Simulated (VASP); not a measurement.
# Mn (Im-3m) in VASP: single point with PBE

Aim: the single point of Mn with PBE.

All numbers are computed with VASP 6.6.1; they aren't measurements. Logs are shortened: lines on timing, memory, paths and dates and some standing lists are left out, and cuts for length are marked.

### 1 The cell of the first run

It takes space group Im-3m (No. 229, cubic). The conventional cell has a = 3.081 Å, b = 3.081 Å, c = 3.081 Å, α = 90.00°, β = 90.00°, γ = 90.00°. Mn (site symmetry m-3m) has 14 Mn at 2.67 to 3.08 Å within 3.5 Å.

### 2 Single point, PBE, collinear spin, ferromagnetic start

Contents of INCAR:

```
PREC     = Accurate       # precision mode
ENCUT    = 500            # plane-wave cutoff, eV
EDIFF    = 1E-6           # SCF threshold, eV
ISMEAR   = 0              # smearing method
SIGMA    = 0.1            # smearing width, eV
LREAL    = F              # projectors in reciprocal space
LASPH    = T              # aspherical terms in the spheres
NELM     = 200            # most SCF steps
ALGO     = Normal         # electronic algorithm
ISIF     = 2              # what is computed and relaxed
LWAVE    = F              # write WAVECAR
LCHARG   = F              # write CHGCAR
ISPIN    = 2              # spin polarisation
MAGMOM   = 4.5 4.5        # initial moments
LORBIT   = 11             # projections on sites
LMAXMIX  = 4              # l up to which the mixer works
GGA      = PE             # functional
NBANDS   = 24             # bands
ISYM     = 0            
GGA_COMPAT= F
```

Contents of KPOINTS:

```
regular mesh
0
Gamma
  13 13 7
```

Contents of POSCAR:

```
Mn
1.0
   -1.5405000000      1.5405000000      1.5405000000
    1.5405000000     -1.5405000000      1.5405000000
    3.0810000000      3.0810000000     -3.0810000000
Mn
2
Direct
    0.0000000000      0.0000000000      0.0000000000
    0.0000000000      0.0000000000      0.5000000000
```

Potentials or basis: VASP PAW PBE potentials, release 64 (Mn_pv).

The run is started by

```bash
$ cat potpaw_PBE.64/Mn_pv/POTCAR > POTCAR
$ mpirun -np 1 vasp_std > vasp.out
```

OUTCAR:

```text
PREC = Accurate
   ENCUT = 500
   EDIFF = 1E-6
   ISMEAR = 0
   LREAL = F
   LASPH = T
   NELM = 200
   ISIF = 2
   ISPIN = 2
   LORBIT = 11
   GGA = PE
   ISYM = 0

 ion  position               nearest neighbor table
   1  0.000  0.000  0.000-   2 2.67   2 2.67   2 2.67   2 2.67   2 3.08   2 3.08   2 3.08   2 3.08

   2  0.000  0.000  0.500-   1 2.67   1 2.67   1 2.67   1 2.67   1 3.08   1 3.08   1 3.08   1 3.08

IMPORTANT INFORMATION: All symmetrisations will be switched off!
NOSYMM: (Re-)initialisation of all symmetry stuff for point group C_1.

----------------------------------------------------------------------------------------

                                     Primitive cell

  volume of cell :      29.2466

  direct lattice vectors                    reciprocal lattice vectors
    -1.540500000  1.540500000  1.540500000     0.000000000  0.324569945  0.324569945
     1.540500000 -1.540500000  1.540500000     0.324569945  0.000000000  0.324569945
     3.081000000  3.081000000 -3.081000000     0.162284972  0.162284972  0.000000000

  length of vectors
     2.668224269  2.668224269  5.336448538     0.459011218  0.459011218  0.229505609

  position of ions in fractional coordinates (direct lattice)
     0.000000000  0.000000000  0.000000000
     0.000000000  0.000000000  0.500000000

  ion indices of the primitive-cell ions
   primitive index   ion index
                 1           1
                 2           2

----------------------------------------------------------------------------------------

 KPOINTS: regular mesh

Automatic generation of k-mesh.
 Grid dimensions read from file:
 generate k-points for:   13   13    7

 Generating k-lattice:

  Cartesian coordinates                     Fractional coordinates (reciprocal lattice)
     0.000000000  0.024966919  0.024966919     0.076923077  0.000000000  0.000000000
     0.024966919  0.000000000  0.024966919     0.000000000  0.076923077  0.000000000
     0.023183567  0.023183567  0.000000000     0.000000000  0.000000000  0.142857143

  Length of vectors
     0.035308555  0.035308555  0.032786516

  Shift w.r.t. Gamma in fractional coordinates (k-lattice)
     0.000000000  0.000000000  0.000000000

 -----------------------------------------------------------------------------
|                                                                             |
|           W    W    AA    RRRRR   N    N  II  N    N   GGGG   !!!           |
|           W    W   A  A   R    R  NN   N  II  NN   N  G    G  !!!           |
|           W    W  A    A  R    R  N N  N  II  N N  N  G       !!!           |
|           W WW W  AAAAAA  RRRRR   N  N N  II  N  N N  G  GGG   !            |
|           WW  WW  A    A  R   R   N   NN  II  N   NN  G    G                |
|           W    W  A    A  R    R  N    N  II  N    N   GGGG   !!!           |
|                                                                             |
|     Your reciprocal lattice and k-lattice belong to different lattice       |
|     classes:                                                                |
|                                                                             |
|        The reciprocal lattice is base centered orthorhombic,                |
|        whereas your k-lattice is base-centered monoclinic.                  |
|                                                                             |
|     Results are often still useful ...                                      |
|                                                                             |
 -----------------------------------------------------------------------------

 WARNING: IBZKPT: internal override: KBLOWUP is changed to .FALSE.
      ... skipping the blow-up phase ...

 Subroutine IBZKPT returns following result:
 ===========================================

 Found    592 irreducible k-points:

 Following reciprocal coordinates:
            Coordinates               Weight
  0.000000  0.000000  0.000000      1.000000
  0.076923  0.000000  0.000000      2.000000
  0.153846  0.000000  0.000000      2.000000
  0.230769  0.000000  0.000000      2.000000
  0.307692  0.000000  0.000000      2.000000
  0.384615  0.000000  0.000000      2.000000
[... 16 lines left out ...]
  0.153846  0.153846  0.000000      2.000000
  0.230769  0.153846  0.000000      2.000000
 [... further k-points ...]
   k-points           NKPTS =    592   k-points in BZ     NKDIM =    592   number of bands    NBANDS=     24
   number of dos      NEDOS =    301   number of ions     NIONS =      2
   total plane-waves  NPLWV =  16000
   dimension x,y,z NGX =    20 NGY =   20 NGZ =   40
   dimension x,y,z NGXF=    40 NGYF=   40 NGZF=   80
   ions per type =               2
   NGX,Y,Z   is equivalent  to a cutoff of  12.46, 12.46, 12.46 a.u.
   NGXF,Y,Z  is equivalent  to a cutoff of  24.92, 24.92, 24.92 a.u.
 SYSTEM =  unknown system
   PREC   = accura    normal or accurate (medium, high low for compatibility)
   ISTART =      0    job   : 0-new  1-cont  2-samecut
   ICHARG =      2    charge: 1-file 2-atom 10-const
   ISPIN  =      2    spin polarized calculation?
   LNONCOLLINEAR =      F non collinear calculations
   LSORBIT =      F    spin-orbit coupling
   LASPH  =      T    aspherical Exc in radial PAW
   ENCUT  =  500.0 eV  36.75 Ry    6.06 a.u.   4.86  4.86  9.73*2*pi/ulx,y,z
   NELM   =    200;   NELMIN=  2; NELMDL= -5     # of ELM steps
   EDIFF  = 0.1E-05   stopping-criterion for ELM
   LREAL  =      F    real-space projection
   EDIFFG = 0.1E-04   stopping-criterion for IOM
   NSW    =      0    number of steps for IOM
   IBRION =     -1    ionic relax: 0-MD 1-quasi-New 2-CG
   NFREE  =      0    steps in history (QN), initial steepest desc. (CG)
   ISIF   =      2    stress and relaxation
   ISYM   =      0    0-nonsym 1-usesym 2-fastsym
   POTIM  = 0.5000    time-step for ionic-motion
   TEBEG  =    0.0;   TEEND  =   0.0 temperature during run
   PSTRESS=    0.0 pullay stress
   NELECT =      26.0000    total number of electrons
   NUPDOWN=      -1.0000    fix difference up-down
   EMIN   =  10.00;   EMAX   =-10.00  energy-range for DOS
   EFERMI =   0.00;   METHOD = LEGACY
   ISMEAR =     0;   SIGMA  =   0.10  broadening in eV -4-tet -1-fermi 0-gaus
   EFERMI_NEDOS =   21; number of points for ismear=-14 and -15
   IALGO  =     38    algorithm
   IMIX   =      4    mixing-type and parameters
     AMIX     =   0.40;   BMIX     =  1.00
     AMIX_MAG =   1.60;   BMIX_MAG =  1.00
  volume/ion in A,a.u.               =      14.62        98.68
  Fermi-wavevector in a.u.,A,eV,Ry     =   1.574131  2.974677 33.713725  2.477889
  Thomas-Fermi vector in A             =   2.675311
   LORBIT       =     11    0 simple, 1 ext, 2 COOP (PROOUT), +10 PAW based schemes
   GGA     = PE    functional components
   LHFCALC =     F    Hartree Fock is set to
   AEXX    =    0.0000 exact exchange contribution
   IVDW    =     0    specifies the selected vdW correction
   LEPSILON=     F    determine dielectric tensor
   LRPA    =     F    only Hartree local field effects (RPA)
 spin polarized calculation
 Gauss-broadening in eV      SIGMA  =   0.10
  energy-cutoff  :      500.00
  volume of cell :       29.25
 maximum number of plane-waves:       755
   NGX =  9   NGY =  9   NGZ = 19

 number of electron      25.9999980 magnetization       5.5477010

 Free energy of the ion-electron system (eV)
  ---------------------------------------------------
  ext. energy  EPLUGINS =         0.00000000
  ---------------------------------------------------
  free energy    TOTEN  =       -16.66478238 eV

  energy without entropy =      -16.64275551  energy(sigma->0) =      -16.65376894

 E-fermi :   6.9029     XC(G=0): -12.1806

 val. band max:        6.9013278374   @ k =  -0.3846   0.1538   0.2857
 cond. band min:       6.9042500222   @ k =  -0.2308   0.3846   0.2857
 fundamental gap:      0.0029221848
 Fermi energy:         6.9028747312

 spin component 1

 k-point     1 :       0.0000    0.0000    0.0000
  band No.  band energies     occupation
      1     -42.0695      1.00000
      2     -41.8964      1.00000
      3     -41.8054      1.00000
      4     -41.8048      1.00000
      5     -41.8047      1.00000
      6     -41.8039      1.00000
[... 16 lines left out ...]
     23      28.0504      0.00000
     24      28.0511      0.00000

 k-point     2 :       0.0769    0.0000    0.0000
  band No.  band energies     occupation
      1     -42.0609      1.00000
      2     -41.8988      1.00000
      3     -41.8204      1.00000
      4     -41.8101      1.00000
      5     -41.8100      1.00000
      6     -41.8051      1.00000
[... 16 lines left out ...]
     23      27.7858      0.00000
     24      27.8455      0.00000

 k-point     3 :       0.1538    0.0000    0.0000
  band No.  band energies     occupation
      1     -42.0399      1.00000
      2     -41.9070      1.00000
      3     -41.8629      1.00000
      4     -41.8245      1.00000
      5     -41.8233      1.00000
      6     -41.8050      1.00000
[... 16 lines left out ...]
     23      26.7429      0.00000
     24      27.7322      0.00000
[... 514 lines left out ...]
 k-point    23 :       0.1538    0.1538    0.0000
  band No.  band energies     occupation
      1     -42.0143      1.00000
      2     -41.9465      1.00000
      3     -41.8719      1.00000
      4     -41.8561      1.00000
      5     -41.8479      1.00000
      6     -41.8185      1.00000
[... 16 lines left out ...]
     23      21.7907      0.00000
     24      25.7969      0.00000

 k-point    24 :       0.2308    0.1538    0.0000
  band No.  band energies     occupation
      1     -42.0176      1.00000
      2     -41.9923      1.00000
      3     -41.8835      1.00000
      4     -41.8731      1.00000
      5     -41.8443      1.00000
      6     -41.8220      1.00000
[... 16 lines left out ...]
     23      20.3769      0.00000
     24      24.4985      0.00000

 [... further k-points ...]

 spin component 2

 k-point     1 :       0.0000    0.0000    0.0000
  band No.  band energies     occupation
      1     -39.1587      1.00000
      2     -38.9601      1.00000
      3     -38.8628      1.00000
      4     -38.8598      1.00000
      5     -38.8565      1.00000
      6     -38.8561      1.00000
[... 16 lines left out ...]
     23      28.0867      0.00000
     24      28.0870      0.00000

 k-point     2 :       0.0769    0.0000    0.0000
  band No.  band energies     occupation
      1     -39.1490      1.00000
      2     -38.9631      1.00000
      3     -38.8784      1.00000
      4     -38.8651      1.00000
      5     -38.8629      1.00000
      6     -38.8586      1.00000
[... 16 lines left out ...]
     23      27.8726      0.00000
     24      28.0743      0.00000

 k-point     3 :       0.1538    0.0000    0.0000
  band No.  band energies     occupation
      1     -39.1250      1.00000
      2     -38.9728      1.00000
      3     -38.9257      1.00000
      4     -38.8810      1.00000
      5     -38.8776      1.00000
      6     -38.8589      1.00000
[... 16 lines left out ...]
     23      26.9648      0.00000
     24      28.0437      0.00000
[... 514 lines left out ...]
 k-point    23 :       0.1538    0.1538    0.0000
  band No.  band energies     occupation
      1     -39.0948      1.00000
      2     -39.0208      1.00000
      3     -38.9364      1.00000
      4     -38.9140      1.00000
      5     -38.9042      1.00000
      6     -38.8752      1.00000
[... 16 lines left out ...]
     23      22.6425      0.00000
     24      26.7215      0.00000

 k-point    24 :       0.2308    0.1538    0.0000
  band No.  band energies     occupation
      1     -39.0979      1.00000
      2     -39.0719      1.00000
      3     -38.9451      1.00000
      4     -38.9325      1.00000
      5     -38.9056      1.00000
      6     -38.8790      1.00000
[... 16 lines left out ...]
     23      21.2536      0.00000
     24      25.3410      0.00000

 [... further k-points ...]
[... 5 lines left out ...]
  --------------------------------------------------------------------------------------
  -------------------------------------------------------------------------------------
  Total       -2.8571336     -2.8571338     -2.8625802      0.0061346     -0.0100228     -0.0100227
  in kB     -156.5186297   -156.5186402   -156.8170050      0.3360641     -0.5490636     -0.5490595
  external PRESSURE =    -156.6180916 kB  Pullay stress =       0.0000000 kB

 VOLUME and BASIS-vectors are now :
 -----------------------------------------------------------------------------
  energy-cutoff  :      500.00
  volume of cell :       29.25
      direct lattice vectors                 reciprocal lattice vectors
    -1.540500000  1.540500000  1.540500000     0.000000000  0.324569945  0.324569945
     1.540500000 -1.540500000  1.540500000     0.324569945  0.000000000  0.324569945
     3.081000000  3.081000000 -3.081000000     0.162284972  0.162284972  0.000000000

 POSITION                                       TOTAL-FORCE (eV/Angst)
 -----------------------------------------------------------------------------------
      0.00000      0.00000      0.00000        -0.000000      0.000000     -0.000000
      1.54050      1.54050     -1.54050         0.000000     -0.000000      0.000000
 -----------------------------------------------------------------------------------
    total drift:                               -0.000000     -0.000000      0.000000

  FREE ENERGIE OF THE ION-ELECTRON SYSTEM (eV)
  ---------------------------------------------------
  free  energy   TOTEN  =       -16.6647823765 eV

  energy  without entropy=      -16.6427555065  energy(sigma->0) =      -16.65376894

 total charge

# of ion       s       p       d       tot
------------------------------------------
    1        0.328   6.232   4.993  11.553
    2        0.328   6.232   4.993  11.553
--------------------------------------------------
tot          0.656  12.463   9.986  23.105

 magnetization (x)

# of ion       s       p       d       tot
------------------------------------------
    1       -0.006  -0.002   2.730   2.722
    2       -0.006  -0.002   2.730   2.722
--------------------------------------------------
tot         -0.012  -0.004   5.460   5.443
```

Run time: 25 min. Hardware: 1 thread of Intel Xeon 8259CL, shared host; peak memory 0.57 GiB.

Results:

```yaml
Free_energy: -16.6648 eV
Pressure: -15.7 GPa
Net_moment: 5.55 μB per cell
Site_moments: Mn +2.72 μB
Valence_electrons_inside_the_program's_atomic_spheres: Mn 11.55
```
